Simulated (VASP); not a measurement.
A run of VASP 6.6.1 is set up as follows.

The input INCAR:

```
ALGO = Normal
EDIFF = 1E-6
EDIFFG = -0.005
ENCUT = 600
GGA = PE
IBRION = 2
ISIF = 3
ISMEAR = 0
LASPH = T
LCHARG = F
LREAL = F
LWAVE = F
NELM = 80
NSW = 100
PREC = Accurate
SIGMA = 0.1
```

KPOINTS

```
k-points
0
Gamma
  18 18 6
```

POSCAR

```
C
1.0
    2.4665344233      0.0000000000      0.0000000000
   -1.2332672117      2.1360814699      0.0000000000
    0.0000000000      0.0000000000      8.5128477067
C
4
Direct
    0.0000000000      0.0000000000      0.0025001007
    0.0000000000      0.0000000000      0.5025001007
    0.3333333333      0.6666666667      0.0024998993
    0.6666666667      0.3333333333      0.5024998993
```

Potentials or basis: VASP PAW PBE potentials, release 64 (C).

Command:

```bash
$ cat potpaw_PBE.64/C/POTCAR > POTCAR
$ mpirun -np 1 vasp_std > vasp.out
```

Predict the relaxed volume.

10.42 Å³/atom.

Predict the relaxed cell.

a = 2.467 Å, b = 2.467 Å, c = 7.906 Å, α = 90.00°, β = 90.00°, γ = 120.00°.

The path:
| step | energy change (eV) | largest force (eV/Å) | pressure (GPa) | volume (Å³) |
| --- | --- | --- | --- | --- |
| 1 | 0.0000 | 0.0000 | 0.02 | 44.85 |
| 2 | 0.0000 | 0.0000 | -0.28 | 44.86 |
| 3 | 0.0000 | 0.0000 | -0.18 | 44.86 |
| 4 | -0.0001 | 0.0000 | -0.17 | 44.83 |
| 5 | -0.0002 | 0.0000 | -0.14 | 44.76 |
| 6 | -0.0004 | 0.0000 | -0.13 | 44.61 |
| 7 | -0.0008 | 0.0000 | -0.11 | 44.31 |
| 8 | -0.0015 | 0.0000 | -0.09 | 43.71 |
| 9 | -0.0025 | 0.0000 | 0.04 | 42.50 |
| 10 | -0.0011 | 0.0000 | 0.39 | 40.10 |
| 11 | -0.0027 | 0.0000 | 0.10 | 41.99 |
| 12 | -0.0027 | 0.0000 | 0.15 | 41.68 |
| 13 | -0.0012 | 0.0000 | -1.55 | 41.52 |
| 14 | -0.0027 | 0.0000 | -0.01 | 41.67 |
| 15 | -0.0027 | 0.0000 | -0.08 | 41.66 |
| 16 | -0.0027 | 0.0000 | -0.05 | 41.66 |

Caveat: this functional lacks dispersion, which binds the layers, so the pressure and a relaxed spacing across them are unreliable.
